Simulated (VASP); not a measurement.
# CdSe (R3m) in VASP: settings compared

Aim: see how the results for CdSe move with the level of theory and the settings. Levels: PBE, r2SCAN. Tasks: single point.

All numbers are computed with VASP 6.6.1; they aren't measurements. Logs are shortened: lines on timing, memory, paths and dates and some standing lists are left out, and cuts for length are marked.

**1. The cell of the first run**

It takes space group R3m (No. 160, trigonal). The conventional cell has a = 4.338 Å, b = 4.338 Å, c = 11.170 Å, α = 90.00°, β = 90.00°, γ = 120.00°. Cd (site symmetry 3m) has 4 Se at 2.69 to 2.73 Å within 3.6 Å. Se (site symmetry 3m) has 4 Cd at 2.69 to 2.73 Å within 3.6 Å.

**2. Single point, PBE (strain along [111] +5.1%)**

The input, INCAR:

```
SYSTEM = CdSe
ALGO = Normal ; EDIFF = 1E-6
ENCUT = 500 ; GGA = PE
GGA_COMPAT = .FALSE. ; ISIF = 2
ISMEAR = -1 ; LASPH = .TRUE.
LCHARG = .TRUE. ; LELF = .TRUE.
LREAL = .FALSE. ; LVHAR = .TRUE.
LWAVE = .FALSE. ; NBANDS = 16
NELM = 120 ; PREC = Accurate
SIGMA = 0.02
```

The input, KPOINTS:

```
k-points
0
G
  8 8 8
  0 0 0
```

The input, POSCAR:

```
CdSe
1.0
    0.1045090715      3.1722900365      3.1722900365
    3.1722900365      0.1045090715      3.1722900365
    3.1722900365      3.1722900365      0.1045090715
Cd Se
1 1
Direct
    0.0027448901      0.0027448901      0.0027448901
    0.2472551099      0.2472551099      0.2472551099
```

Potentials or basis: VASP PAW PBE potentials, release 64 (Cd, Se).

Run with:

```
$ cat potpaw_PBE.64/Cd/POTCAR potpaw_PBE.64/Se/POTCAR > POTCAR
$ mpirun -np 1 vasp_std > vasp.out
```

OUTCAR:

```text
SYSTEM = CdSe
   EDIFF = 1E-6
   ENCUT = 500
   GGA = PE
   ISIF = 2
   ISMEAR = -1
   LASPH = .TRUE.
   LREAL = .FALSE.
   NELM = 120
   PREC = Accurate

 ion  position               nearest neighbor table
   1  0.003  0.003  0.003-   2 2.69   2 2.69   2 2.69   2 2.73
   2  0.247  0.247  0.247-   1 2.69   1 2.69   1 2.69   1 2.73

  LATTYP: Found a trigonal (rhomboedric) cell.
 ALAT       =     4.4875127072
 COS(alpha) =     0.5326553084

  Lattice vectors:

 A1 = (   0.1045090715,   3.1722900365,   3.1722900365)
 A2 = (   3.1722900365,   0.1045090715,   3.1722900365)
 A3 = (   3.1722900365,   3.1722900365,   0.1045090715)

Analysis of symmetry for initial positions (statically):
=====================================================================
 Subroutine PRICEL returns:
 Original cell was already a primitive cell.

 Routine SETGRP: Setting up the symmetry group for a
 trigonal (rhombohedral) supercell.

 Subroutine GETGRP returns: Found  6 space group operations
 (whereof  6 operations were pure point group operations)
 out of a pool of 12 trial point group operations.

The static configuration has the point symmetry C_3v.

Analysis of symmetry for dynamics (positions and initial velocities):
=====================================================================
 Subroutine PRICEL returns:
 Original cell was already a primitive cell.

 Routine SETGRP: Setting up the symmetry group for a
 trigonal (rhombohedral) supercell.

 Subroutine GETGRP returns: Found  6 space group operations
 (whereof  6 operations were pure point group operations)
 out of a pool of 12 trial point group operations.

The dynamic configuration has the point symmetry C_3v.

 Subroutine INISYM returns: Found  6 space group operations
 (whereof  6 operations are pure point group operations),
 and found     1 'primitive' translations

----------------------------------------------------------------------------------------

                                     Primitive cell

  volume of cell :      60.6942

  direct lattice vectors                    reciprocal lattice vectors
     0.104509071  3.172290037  3.172290037    -0.165625456  0.160343057  0.160343057
     3.172290037  0.104509071  3.172290037     0.160343057 -0.165625456  0.160343057
     3.172290037  3.172290037  0.104509071     0.160343057  0.160343057 -0.165625456

  length of vectors
     4.487512707  4.487512707  4.487512707     0.280805241  0.280805241  0.280805241

  position of ions in fractional coordinates (direct lattice)
     0.002744890  0.002744890  0.002744890
     0.247255110  0.247255110  0.247255110

  ion indices of the primitive-cell ions
   primitive index   ion index
                 1           1
                 2           2

----------------------------------------------------------------------------------------

 KPOINTS: k-points

Automatic generation of k-mesh.
 Grid dimensions read from file:
 generate k-points for:    8    8    8

 Generating k-lattice:

  Cartesian coordinates                     Fractional coordinates (reciprocal lattice)
    -0.020703182  0.020042882  0.020042882     0.125000000 -0.000000000 -0.000000000
     0.020042882 -0.020703182  0.020042882    -0.000000000  0.125000000 -0.000000000
     0.020042882  0.020042882 -0.020703182    -0.000000000 -0.000000000  0.125000000

  Length of vectors
     0.035100655  0.035100655  0.035100655

  Shift w.r.t. Gamma in fractional coordinates (k-lattice)
     0.000000000  0.000000000  0.000000000

 Subroutine IBZKPT returns following result:
 ===========================================

 Found     65 irreducible k-points:

 Following reciprocal coordinates:
            Coordinates               Weight
  0.000000  0.000000  0.000000      1.000000
  0.125000  0.000000 -0.000000      6.000000
  0.250000  0.000000 -0.000000      6.000000
  0.375000  0.000000 -0.000000      6.000000
  0.500000  0.000000 -0.000000      3.000000
  0.125000  0.125000 -0.000000      6.000000
[... 16 lines left out ...]
  0.250000  0.125000  0.125000      6.000000
  0.375000  0.125000  0.125000      6.000000
 [... further k-points ...]
   k-points           NKPTS =     65   k-points in BZ     NKDIM =     65   number of bands    NBANDS=     16
   number of dos      NEDOS =    301   number of ions     NIONS =      2
   total plane-waves  NPLWV =  46656
   dimension x,y,z NGX =    36 NGY =   36 NGZ =   36
   dimension x,y,z NGXF=    72 NGYF=   72 NGZF=   72
   ions per type =               1   1
   NGX,Y,Z   is equivalent  to a cutoff of  13.34, 13.34, 13.34 a.u.
   NGXF,Y,Z  is equivalent  to a cutoff of  26.67, 26.67, 26.67 a.u.
 SYSTEM =  CdSe
   PREC   = accura    normal or accurate (medium, high low for compatibility)
   ISTART =      0    job   : 0-new  1-cont  2-samecut
   ICHARG =      2    charge: 1-file 2-atom 10-const
   ISPIN  =      1    spin polarized calculation?
   LNONCOLLINEAR =      F non collinear calculations
   LSORBIT =      F    spin-orbit coupling
   LASPH  =      T    aspherical Exc in radial PAW
   ENCUT  =  500.0 eV  36.75 Ry    6.06 a.u.   8.18  8.18  8.18*2*pi/ulx,y,z
   NELM   =    120;   NELMIN=  2; NELMDL= -5     # of ELM steps
   EDIFF  = 0.1E-05   stopping-criterion for ELM
   LREAL  =      F    real-space projection
   EDIFFG = 0.1E-04   stopping-criterion for IOM
   NSW    =      0    number of steps for IOM
   IBRION =     -1    ionic relax: 0-MD 1-quasi-New 2-CG
   NFREE  =      0    steps in history (QN), initial steepest desc. (CG)
   ISIF   =      2    stress and relaxation
   ISYM   =      2    0-nonsym 1-usesym 2-fastsym
   POTIM  = 0.5000    time-step for ionic-motion
   TEBEG  =    0.0;   TEEND  =   0.0 temperature during run
   PSTRESS=    0.0 pullay stress
   NELECT =      18.0000    total number of electrons
   NUPDOWN=      -1.0000    fix difference up-down
   EMIN   =  10.00;   EMAX   =-10.00  energy-range for DOS
   EFERMI =   0.00;   METHOD = LEGACY
   ISMEAR =    -1;   SIGMA  =   0.02  broadening in eV -4-tet -1-fermi 0-gaus
   EFERMI_NEDOS =   21; number of points for ismear=-14 and -15
   IALGO  =     38    algorithm
   IMIX   =      4    mixing-type and parameters
     AMIX     =   0.40;   BMIX     =  1.00
     AMIX_MAG =   1.60;   BMIX_MAG =  1.00
  volume/ion in A,a.u.               =      30.35       204.79
  Fermi-wavevector in a.u.,A,eV,Ry     =   1.091734  2.063077 16.216540  1.191882
  Thomas-Fermi vector in A             =   2.227985
   LORBIT       =      0    0 simple, 1 ext, 2 COOP (PROOUT), +10 PAW based schemes
   GGA     = PE    functional components
   LHFCALC =     F    Hartree Fock is set to
   AEXX    =    0.0000 exact exchange contribution
   IVDW    =     0    specifies the selected vdW correction
   LEPSILON=     F    determine dielectric tensor
   LRPA    =     F    only Hartree local field effects (RPA)
 non-spin polarized calculation
  energy-cutoff  :      500.00
  volume of cell :       60.69
 maximum number of plane-waves:      1556
 NGX is ok and might be reduce to    36
   NGX = 17   NGY = 17   NGZ = 17

 number of electron      18.0000002 magnetization

 Free energy of the ion-electron system (eV)
  ---------------------------------------------------
  ext. energy  EPLUGINS =         0.00000000
  ---------------------------------------------------
  free energy    TOTEN  =        -5.48361596 eV

  energy without entropy =       -5.48361574  energy(sigma->0) =       -5.48361585

 E-fermi :   0.6307     XC(G=0):  -8.5477

 val. band max:        0.4385166617   @ k =   0.0000   0.0000   0.0000
 cond. band min:       0.8083863207   @ k =   0.0000   0.0000   0.0000
 fundamental gap:      0.3698696589
 Fermi energy:         0.6306758877

 k-point     1 :       0.0000    0.0000    0.0000
  band No.  band energies     occupation
      1     -11.8234      2.00000
      2      -7.3443      2.00000
      3      -7.3384      2.00000
      4      -7.3384      2.00000
      5      -7.0448      2.00000
      6      -7.0448      2.00000
[... 8 lines left out ...]
     15      11.2971      0.00000
     16      11.2971      0.00000

 k-point     2 :       0.1250    0.0000   -0.0000
  band No.  band energies     occupation
      1     -11.7771      2.00000
      2      -7.3304      2.00000
      3      -7.3245      2.00000
      4      -7.2939      2.00000
      5      -7.0464      2.00000
      6      -7.0447      2.00000
[... 8 lines left out ...]
     15      10.6517      0.00000
     16      10.6650      0.00000

 k-point     3 :       0.2500    0.0000   -0.0000
  band No.  band energies     occupation
      1     -11.6643      2.00000
      2      -7.2977      2.00000
      3      -7.2948      2.00000
      4      -7.1523      2.00000
      5      -7.0457      2.00000
      6      -7.0396      2.00000
[... 8 lines left out ...]
     15      10.3347      0.00000
     16      10.5332      0.00000

 k-point     4 :       0.3750    0.0000   -0.0000
  band No.  band energies     occupation
      1     -11.5505      2.00000
      2      -7.2725      2.00000
      3      -7.2717      2.00000
      4      -7.0391      2.00000
      5      -7.0259      2.00000
      6      -6.9256      2.00000
[... 8 lines left out ...]
     15      10.8201      0.00000
     16      11.4858      0.00000
[... 324 lines left out ...]
 k-point    22 :       0.1250    0.1250    0.1250
  band No.  band energies     occupation
      1     -11.7826      2.00000
      2      -7.3263      2.00000
      3      -7.3263      2.00000
      4      -7.3020      2.00000
      5      -7.0450      2.00000
      6      -7.0450      2.00000
[... 8 lines left out ...]
     15      10.6975      0.00000
     16      10.6975      0.00000

 k-point    23 :       0.2500    0.1250    0.1250
  band No.  band energies     occupation
      1     -11.7167      2.00000
      2      -7.3110      2.00000
      3      -7.2975      2.00000
      4      -7.2332      2.00000
      5      -7.0509      2.00000
      6      -7.0382      2.00000
[... 8 lines left out ...]
     15      10.4378      0.00000
     16      11.4875      0.00000

 k-point    24 :       0.3750    0.1250    0.1250
  band No.  band energies     occupation
      1     -11.6039      2.00000
      2      -7.2795      2.00000
      3      -7.2680      2.00000
      4      -7.0783      2.00000
      5      -7.0475      2.00000
      6      -7.0156      2.00000
[... 8 lines left out ...]
     15      10.6271      0.00000
     16      11.5882      0.00000

 [... further k-points ...]

------------------------ aborting loop because EDIFF is reached ----------------------------------------

  FORCE on cell =-STRESS in cart. coord.  units (eV):
  Direction    XX          YY          ZZ          XY          YZ          ZX
  --------------------------------------------------------------------------------------
  -------------------------------------------------------------------------------------
  Total       -0.2562487     -0.2562487     -0.2562487     -0.2927341     -0.2927341     -0.2927341
  in kB       -6.7643367     -6.7643367     -6.7643367     -7.7274611     -7.7274611     -7.7274611
  external PRESSURE =      -6.7643367 kB  Pullay stress =       0.0000000 kB

 VOLUME and BASIS-vectors are now :
 -----------------------------------------------------------------------------
  energy-cutoff  :      500.00
  volume of cell :       60.69
      direct lattice vectors                 reciprocal lattice vectors
     0.104509071  3.172290037  3.172290037    -0.165625456  0.160343057  0.160343057
     3.172290037  0.104509071  3.172290037     0.160343057 -0.165625456  0.160343057
     3.172290037  3.172290037  0.104509071     0.160343057  0.160343057 -0.165625456

 POSITION                                       TOTAL-FORCE (eV/Angst)
 -----------------------------------------------------------------------------------
      0.01770      0.01770      0.01770         0.006556      0.006556      0.006556
      1.59457      1.59457      1.59457        -0.006556     -0.006556     -0.006556
 -----------------------------------------------------------------------------------
    total drift:                                0.000033      0.000033      0.000033

  FREE ENERGIE OF THE ION-ELECTRON SYSTEM (eV)
  ---------------------------------------------------
  free  energy   TOTEN  =        -5.4836159600 eV

  energy  without entropy=       -5.4836157369  energy(sigma->0) =       -5.48361585
```

Wall time 1.7 min (1 thread of Intel Xeon 8259CL, shared host); peak memory 0.24 GiB.

What came out:

* Free energy: -5.4836 eV
* Pressure: -0.7 GPa
* Largest force: 0.011 eV/Å
* Band gap on the k mesh: 0.37 eV

Forces in eV/Å, atoms in the order of the input:
```
Cd   0.007  0.007  0.007
Se  -0.007 -0.007 -0.007
```

Levels at points of the mesh, in eV from the valence-band top:
```tsv
k point	band 7	band 8	band 9	band 10	band 11	band 12
(0.00, 0.00, 0.00)	-0.23	0.00	0.00	0.37	5.56	6.04
(0.50, 0.00, 0.00)	-4.00	-0.84	-0.67	2.12	6.22	6.32
(0.50, 0.50, 0.00)	-3.81	-1.79	-1.55	3.09	3.70	8.58
(0.50, 0.50, 0.50)	-4.13	-0.59	-0.59	2.49	6.58	6.58
```

Caveat: the cell differs from its parent crystal (strain along [111] +5.1%).

(Continued in part 2 of 2.)
